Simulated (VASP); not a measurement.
Wanted: the native input for a VASP 6.6.1 run.

- Task: single point
- Functional: PBE
- Potentials or basis: VASP PAW PBE potentials, release 64 (Cu, P)
- Cutoff: 520 eV
- k mesh: 6 × 6 × 6
- Occupations: gaussian, width 0.1 eV
- Spin: no spin polarisation
- Dipole correction: no
- Further INCAR settings: ALGO = Normal; EDIFF = 1e-06; NBANDS = 15

The structure of CuP lies in POSCAR:

```
CuP
1.0
    2.8830489892      0.0000000000      0.0000000000
    0.0000000000      2.8830489892      0.0000000000
    0.0000000000      0.0000000000      3.7788534966
Cu P
1 1
Direct
    0.5000000000      0.5000000000      0.5000000000
    0.0000000000      0.0000000000      0.0000000000
```

One way to write it, as run:

INCAR

```
PREC = Accurate
ENCUT = 520
EDIFF = 1E-6
ISMEAR = 0
SIGMA = 0.1
LREAL = F
LASPH = T
NELM = 100
ALGO = Normal
ISIF = 2
LWAVE = F
LCHARG = T
GGA = PE
LELF = T
LVHAR = T
NBANDS = 15
```

KPOINTS

```
Automatic mesh
0
Gamma
  6 6 6
```

Potentials or basis: VASP PAW PBE potentials, release 64 (Cu, P).

Launch:

```sh
$ cat potpaw_PBE.64/Cu/POTCAR potpaw_PBE.64/P/POTCAR > POTCAR
$ mpirun -np 1 vasp_std > vasp.out
```

Results of the run:

```yaml
Pressure: -12.5 GPa
Band_gap_on_the_k_mesh: zero (band 8 reaches 10.02 eV, above the bottom of band 9 at 5.90 eV)
```

Caveat: the k points lie up to 0.36 Å⁻¹ apart.

Wall time 7.4 s on 1 thread of Intel(R) Xeon(R) 6975P-C (Granite Rapids), on a shared host, peak memory 0.15 GiB.
